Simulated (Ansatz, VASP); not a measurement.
Two plane-wave programs on Na

```
CELL_PARAMETERS angstrom
-2.21279 2.21279 2.11750
2.21279 -2.21279 2.11750
2.21279 2.21279 -2.11750
ATOMIC_POSITIONS crystal
Na 0.00000 0.00000 0.00000
```

Change from the starting cell: strain +0.0450 x Voigt [1, 1, 0, 0, 0, 0], atoms carried along.

Alike in both runs: task single point; functional PBEsol; k mesh 16 × 16 × 16; occupations gaussian, width 0.15 eV; no spin polarisation.

|  | VASP | Ansatz |
| --- | --- | --- |
| version | VASP 6.6.1 | Ansatz 0.2.0 |
| potentials or method | VASP PAW PBE potentials, release 64 (Na_pv), cutoff 520 eV | scalar-relativistic, plane waves, PAW |
| valence electrons in the cell | 7 | 9 |

|  | VASP | Ansatz | Ansatz less VASP |
| --- | --- | --- | --- |
| gap on the k mesh at the Fermi level (eV) | none | none | - |
| pressure (GPa) | -0.8 | -0.8 | +0.01 |

VASP's potentials were made for PBE, not for PBEsol. A gap of «none» marks a metal or a gap that the smearing closes. The functional is the same, so the differences come from potentials, cutoffs and numerics. VASP's potentials hold 7 valence electrons a cell and Ansatz's 9, so a difference there can come from the potentials and not from the codes.
